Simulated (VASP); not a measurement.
# Co (Fd-3m) in VASP: single point with PBEsol

Aim: the single point of Co with PBEsol.

Everything below comes from runs of VASP 6.6.1. Logs are shortened: lines on timing, memory, paths and dates and some standing lists are left out, and cuts for length are marked.

### Step 1. The cell of the first run

The structure is cubic, space group Fd-3m (No. 227). The conventional cell has a = 6.435 Å, b = 6.435 Å, c = 6.435 Å, α = 90.00°, β = 90.00°, γ = 90.00°. Co (site symmetry -43m) has 16 Co at 2.67 to 2.79 Å within 3.5 Å. Within 3.0 Å of Co (site symmetry -3m) lie 12 Co at 2.28 to 2.67 Å.

This isn't the form of Co at room conditions, which is hcp.

### Step 2. Single point, PBEsol, collinear spin, ferromagnetic start

Contents of INCAR:

```
SYSTEM = Co
PREC = Accurate ; ENCUT = 600
EDIFF = 1E-6 ; ISMEAR = -1
SIGMA = 0.15 ; LREAL = .False.
LASPH = .True. ; NELM = 200
ALGO = Normal ; ISIF = 2
LWAVE = .False. ; LCHARG = .False.
ISPIN = 2 ; MAGMOM = 2.5 2.5 2.5 2.5 2.5 2.5
LORBIT = 11 ; LMAXMIX = 4
GGA = PS ; NBANDS = 40
GGA_COMPAT = .False.
```

Contents of KPOINTS:

```
regular mesh
0
Gamma
  6 6 6
  0 0 0
```

Contents of POSCAR:

```
Co
1.0
    0.0000000000      3.2173720000      3.2173720000
    3.2173720000      0.0000000000      3.2173720000
    3.2173720000      3.2173720000      0.0000000000
Co
6
Direct
    0.7500000000      0.7500000000      0.7500000000
    0.5000000000      0.5000000000      0.5000000000
    0.1250000000      0.1250000000      0.6250000000
    0.1250000000      0.1250000000      0.1250000000
    0.6250000000      0.1250000000      0.1250000000
    0.1250000000      0.6250000000      0.1250000000
```

Potentials or basis: VASP PAW PBE potentials, release 64 (Co).

Command:

```console
> cat potpaw_PBE.64/Co/POTCAR > POTCAR
> mpirun -np 1 vasp_std > vasp.out
```

OUTCAR:

```text
SYSTEM = Co
   PREC = Accurate
   ENCUT = 600
   EDIFF = 1E-6
   ISMEAR = -1
   LREAL = .False.
   LASPH = .True.
   NELM = 200
   ISIF = 2
   ISPIN = 2
   LORBIT = 11
   GGA = PS

 ion  position               nearest neighbor table
   1  0.750  0.750  0.750-   3 2.67   5 2.67   6 2.67   4 2.67   4 2.67   4 2.67   3 2.67   5 2.67
                             5 2.67   3 2.67   6 2.67   6 2.67   2 2.79   2 2.79   2 2.79   2 2.79
   2  0.500  0.500  0.500-   4 2.67   4 2.67   4 2.67   3 2.67   5 2.67   6 2.67   6 2.67   5 2.67
                             6 2.67   3 2.67   3 2.67   5 2.67   1 2.79   1 2.79   1 2.79   1 2.79
   3  0.125  0.125  0.625-   4 2.28   4 2.28   5 2.28   6 2.28   6 2.28   5 2.28   1 2.67   2 2.67
                             2 2.67   1 2.67   2 2.67   1 2.67
   4  0.125  0.125  0.125-   3 2.28   5 2.28   6 2.28   3 2.28   6 2.28   5 2.28   2 2.67   1 2.67
                             2 2.67   1 2.67   2 2.67   1 2.67
   5  0.625  0.125  0.125-   4 2.28   3 2.28   6 2.28   3 2.28   4 2.28   6 2.28   1 2.67   2 2.67
                             1 2.67   2 2.67   1 2.67   2 2.67
   6  0.125  0.625  0.125-   4 2.28   3 2.28   3 2.28   4 2.28   5 2.28   5 2.28   1 2.67   2 2.67
                             2 2.67   1 2.67   2 2.67   1 2.67

  LATTYP: Found a face centered cubic cell.
 ALAT       =     6.4347440000

  Lattice vectors:

 A1 = (   0.0000000000,   3.2173720000,   3.2173720000)
 A2 = (   3.2173720000,   0.0000000000,   3.2173720000)
 A3 = (   3.2173720000,   3.2173720000,   0.0000000000)

Analysis of symmetry for initial positions (statically):
=====================================================================
 Subroutine PRICEL returns:
 Original cell was already a primitive cell.

 Routine SETGRP: Setting up the symmetry group for a
 face centered cubic supercell.

 Subroutine GETGRP returns: Found 48 space group operations
 (whereof 24 operations were pure point group operations)
 out of a pool of 48 trial point group operations.

The static configuration has the point symmetry T_d .
 The point group associated with its full space group is O_h .

Analysis of symmetry for dynamics (positions and initial velocities):
=====================================================================
 Subroutine PRICEL returns:
 Original cell was already a primitive cell.

 Routine SETGRP: Setting up the symmetry group for a
 face centered cubic supercell.

 Subroutine GETGRP returns: Found 48 space group operations
 (whereof 24 operations were pure point group operations)
 out of a pool of 48 trial point group operations.

The dynamic configuration has the point symmetry T_d .
 The point group associated with its full space group is O_h .

Analysis of structural, dynamic, and magnetic symmetry:
=====================================================================
 Subroutine PRICEL returns:
 Original cell was already a primitive cell.

 Routine SETGRP: Setting up the symmetry group for a
 face centered cubic supercell.

 Subroutine GETGRP returns: Found 48 space group operations
 (whereof 24 operations were pure point group operations)
 out of a pool of 48 trial point group operations.

The overall configuration has the point symmetry T_d .
 The point group associated with its full space group is O_h .

 Subroutine INISYM returns: Found 48 space group operations
 (whereof 24 operations are pure point group operations),
 and found     1 'primitive' translations

----------------------------------------------------------------------------------------

                                     Primitive cell

  volume of cell :      66.6091

  direct lattice vectors                    reciprocal lattice vectors
     0.000000000  3.217372000  3.217372000    -0.155406338  0.155406338  0.155406338
     3.217372000  0.000000000  3.217372000     0.155406338 -0.155406338  0.155406338
     3.217372000  3.217372000  0.000000000     0.155406338  0.155406338 -0.155406338

  length of vectors
     4.550051118  4.550051118  4.550051118     0.269171673  0.269171673  0.269171673

  position of ions in fractional coordinates (direct lattice)
     0.750000000  0.750000000  0.750000000
     0.500000000  0.500000000  0.500000000
     0.125000000  0.125000000  0.625000000
     0.125000000  0.125000000  0.125000000
     0.625000000  0.125000000  0.125000000
     0.125000000  0.625000000  0.125000000

  ion indices of the primitive-cell ions
   primitive index   ion index
                 1           1
                 2           2
                 3           3
                 4           4
                 5           5
                 6           6

----------------------------------------------------------------------------------------

 KPOINTS: regular mesh

Automatic generation of k-mesh.
 Grid dimensions read from file:
 generate k-points for:    6    6    6

 Generating k-lattice:

  Cartesian coordinates                     Fractional coordinates (reciprocal lattice)
    -0.025901056  0.025901056  0.025901056     0.166666667  0.000000000  0.000000000
     0.025901056 -0.025901056  0.025901056     0.000000000  0.166666667  0.000000000
     0.025901056  0.025901056 -0.025901056     0.000000000  0.000000000  0.166666667

  Length of vectors
     0.044861945  0.044861945  0.044861945

  Shift w.r.t. Gamma in fractional coordinates (k-lattice)
     0.000000000  0.000000000  0.000000000

 Subroutine IBZKPT returns following result:
 ===========================================

 Found     16 irreducible k-points:

 Following reciprocal coordinates:
            Coordinates               Weight
  0.000000  0.000000  0.000000      1.000000
  0.166667  0.000000  0.000000      8.000000
  0.333333  0.000000  0.000000      8.000000
  0.500000  0.000000  0.000000      4.000000
  0.166667  0.166667  0.000000      6.000000
  0.333333  0.166667  0.000000     24.000000
[... 8 lines left out ...]
 -0.333333  0.333333  0.166667     24.000000
 -0.333333  0.500000  0.166667     12.000000
   k-points           NKPTS =     16   k-points in BZ     NKDIM =     16   number of bands    NBANDS=     40
   number of dos      NEDOS =    301   number of ions     NIONS =      6
   total plane-waves  NPLWV =  46656
   dimension x,y,z NGX =    36 NGY =   36 NGZ =   36
   dimension x,y,z NGXF=    72 NGYF=   72 NGZF=   72
   ions per type =               6
   NGX,Y,Z   is equivalent  to a cutoff of  13.15, 13.15, 13.15 a.u.
   NGXF,Y,Z  is equivalent  to a cutoff of  26.31, 26.31, 26.31 a.u.
 SYSTEM =  Co
   PREC   = accura    normal or accurate (medium, high low for compatibility)
   ISTART =      0    job   : 0-new  1-cont  2-samecut
   ICHARG =      2    charge: 1-file 2-atom 10-const
   ISPIN  =      2    spin polarized calculation?
   LNONCOLLINEAR =      F non collinear calculations
   LSORBIT =      F    spin-orbit coupling
   LASPH  =      T    aspherical Exc in radial PAW
   ENCUT  =  600.0 eV  44.10 Ry    6.64 a.u.   9.09  9.09  9.09*2*pi/ulx,y,z
   NELM   =    200;   NELMIN=  2; NELMDL= -5     # of ELM steps
   EDIFF  = 0.1E-05   stopping-criterion for ELM
   LREAL  =      F    real-space projection
   EDIFFG = 0.1E-04   stopping-criterion for IOM
   NSW    =      0    number of steps for IOM
   IBRION =     -1    ionic relax: 0-MD 1-quasi-New 2-CG
   NFREE  =      0    steps in history (QN), initial steepest desc. (CG)
   ISIF   =      2    stress and relaxation
   ISYM   =      2    0-nonsym 1-usesym 2-fastsym
   POTIM  = 0.5000    time-step for ionic-motion
   TEBEG  =    0.0;   TEEND  =   0.0 temperature during run
   PSTRESS=    0.0 pullay stress
   NELECT =      54.0000    total number of electrons
   NUPDOWN=      -1.0000    fix difference up-down
   EMIN   =  10.00;   EMAX   =-10.00  energy-range for DOS
   EFERMI =   0.00;   METHOD = LEGACY
   ISMEAR =    -1;   SIGMA  =   0.15  broadening in eV -4-tet -1-fermi 0-gaus
   EFERMI_NEDOS =   21; number of points for ismear=-14 and -15
   IALGO  =     38    algorithm
   IMIX   =      4    mixing-type and parameters
     AMIX     =   0.40;   BMIX     =  1.00
     AMIX_MAG =   1.60;   BMIX_MAG =  1.00
  volume/ion in A,a.u.               =      11.10        74.92
  Fermi-wavevector in a.u.,A,eV,Ry     =   1.526493  2.884653 31.704034  2.330181
  Thomas-Fermi vector in A             =   2.634519
   LORBIT       =     11    0 simple, 1 ext, 2 COOP (PROOUT), +10 PAW based schemes
   GGA     = PS    functional components
   LHFCALC =     F    Hartree Fock is set to
   AEXX    =    0.0000 exact exchange contribution
   IVDW    =     0    specifies the selected vdW correction
   LEPSILON=     F    determine dielectric tensor
   LRPA    =     F    only Hartree local field effects (RPA)
 spin polarized calculation
  energy-cutoff  :      600.00
  volume of cell :       66.61
 maximum number of plane-waves:      2252
   NGX = 19   NGY = 19   NGZ = 19

 number of electron      54.0000032 magnetization      10.7101712

 number of electron      54.0000036 magnetization       9.7002520

 Free energy of the ion-electron system (eV)
  ---------------------------------------------------
  ext. energy  EPLUGINS =         0.00000000
  ---------------------------------------------------
  free energy    TOTEN  =       -45.30808753 eV

  energy without entropy =      -44.71163603  energy(sigma->0) =      -45.00986178

 E-fermi :  10.0307     XC(G=0): -13.4065

 val. band max:       10.0068264806   @ k =   0.5000   0.3333   0.1667
 cond. band min:      10.0337471578   @ k =   0.5000   0.3333   0.1667
 fundamental gap:      0.0269206772
 Fermi energy:        10.0306684157

 spin component 1

 k-point     1 :       0.0000    0.0000    0.0000
  band No.  band energies     occupation
      1       0.8699      1.00000
      2       3.7109      1.00000
      3       4.9189      1.00000
      4       4.9189      1.00000
      5       4.9189      1.00000
      6       5.5951      1.00000
[... 31 lines left out ...]
     38      16.5160      0.00000
     39      17.1741      0.00000
[... 628 lines left out ...]
     38      18.1285      0.00000
     39      22.0737      0.00000
 Fermi energy:        10.0306684157

 spin component 2

 k-point     1 :       0.0000    0.0000    0.0000
  band No.  band energies     occupation
      1       0.9660      1.00000
      2       4.7895      1.00000
      3       6.0529      1.00000
      4       6.0529      1.00000
      5       6.0529      1.00000
      6       6.7474      1.00000
[... 31 lines left out ...]
     38      17.3108      0.00000
     39      17.9649      0.00000
[... 628 lines left out ...]
     38      18.8112      0.00000
     39      22.5309      0.00000
 [bands above 39 left out]

------------------------ aborting loop because EDIFF is reached ----------------------------------------

  FORCE on cell =-STRESS in cart. coord.  units (eV):
  Direction    XX          YY          ZZ          XY          YZ          ZX
  --------------------------------------------------------------------------------------
  -------------------------------------------------------------------------------------
  Total       -1.5201494     -1.5201494     -1.5201494     -0.0000000      0.0000000      0.0000000
  in kB      -36.5647862    -36.5647862    -36.5647862     -0.0000000      0.0000000      0.0000000
  external PRESSURE =     -36.5647862 kB  Pullay stress =       0.0000000 kB

 VOLUME and BASIS-vectors are now :
 -----------------------------------------------------------------------------
  energy-cutoff  :      600.00
  volume of cell :       66.61
      direct lattice vectors                 reciprocal lattice vectors
     0.000000000  3.217372000  3.217372000    -0.155406338  0.155406338  0.155406338
     3.217372000  0.000000000  3.217372000     0.155406338 -0.155406338  0.155406338
     3.217372000  3.217372000  0.000000000     0.155406338  0.155406338 -0.155406338

 POSITION                                       TOTAL-FORCE (eV/Angst)
 -----------------------------------------------------------------------------------
      4.82606      4.82606      4.82606        -0.000000     -0.000000     -0.000000
      3.21737      3.21737      3.21737         0.000000      0.000000      0.000000
      2.41303      2.41303      0.80434        -0.000000     -0.000000      0.000000
      0.80434      0.80434      0.80434        -0.000000     -0.000000      0.000000
      0.80434      2.41303      2.41303        -0.000000     -0.000000      0.000000
      2.41303      0.80434      2.41303        -0.000000     -0.000000      0.000000
 -----------------------------------------------------------------------------------
    total drift:                                0.000000      0.000000      0.000000

  FREE ENERGIE OF THE ION-ELECTRON SYSTEM (eV)
  ---------------------------------------------------
  free  energy   TOTEN  =       -45.3080875315 eV

  energy  without entropy=      -44.7116360283  energy(sigma->0) =      -45.00986178

 total charge

# of ion       s       p       d       tot
------------------------------------------
    1        0.397   0.413   7.187   7.996
    2        0.397   0.413   7.187   7.996
    3        0.542   0.586   7.320   8.448
    4        0.542   0.586   7.320   8.448
    5        0.542   0.586   7.320   8.448
    6        0.542   0.586   7.320   8.448
--------------------------------------------------
tot          2.962   3.169  43.654  49.785

 magnetization (x)

# of ion       s       p       d       tot
------------------------------------------
    1       -0.009  -0.037   1.788   1.742
    2       -0.009  -0.037   1.788   1.742
    3       -0.010  -0.049   1.633   1.573
    4       -0.010  -0.049   1.633   1.573
    5       -0.010  -0.049   1.633   1.573
    6       -0.010  -0.049   1.633   1.573
--------------------------------------------------
tot         -0.059  -0.272  10.106   9.775
```

Wall time 2.2 min (1 thread of Intel Xeon Platinum 8259CL at 2.50GHz (Skylake/Cascade Lake), shared host); peak memory 0.27 GiB.

Results:

```
Free energy                                           : -45.3081 eV
Pressure                                              : -3.7 GPa
Net moment                                            : 9.70 μB per cell
Site moments                                          : Co +1.74, +1.57 (each value once) μB
Valence electrons inside the program's atomic spheres : Co 8.00, 8.45 (each value once)
```

Levels at points of the mesh, in eV from the Fermi level:
Spin up:
```
           k point  band 29  band 30  band 31  band 32  band 33  band 34  band 35  band 36
(0.00, 0.00, 0.00)    -0.09    -0.09    -0.09     1.15     2.77     2.77     2.77     6.49
(0.50, 0.00, 0.00)    -1.20    -0.92    -0.92    -0.09     1.97     2.34     2.34     5.40
(0.50, 0.50, 0.00)    -1.26    -1.26    -1.19    -1.19     1.34     1.34     2.07     2.07
```
Spin down:
| k point | band 18 | band 19 | band 20 | band 21 | band 22 | band 23 | band 24 | band 25 |
| --- | --- | --- | --- | --- | --- | --- | --- | --- |
| (0.00, 0.00, 0.00) | -0.83 | -0.50 | -0.50 | 0.17 | 0.17 | 0.17 | 0.62 | 0.62 |
| (0.50, 0.00, 0.00) | -0.63 | -0.55 | -0.55 | -0.26 | -0.22 | -0.22 | 0.11 | 0.17 |
| (0.50, 0.50, 0.00) | -1.38 | -0.43 | -0.43 | -0.16 | -0.16 | -0.06 | -0.06 | 0.44 |

Caveat: the cell stands under tension; the PAW data sets were made with another functional, which shifts forces and pressure a little.
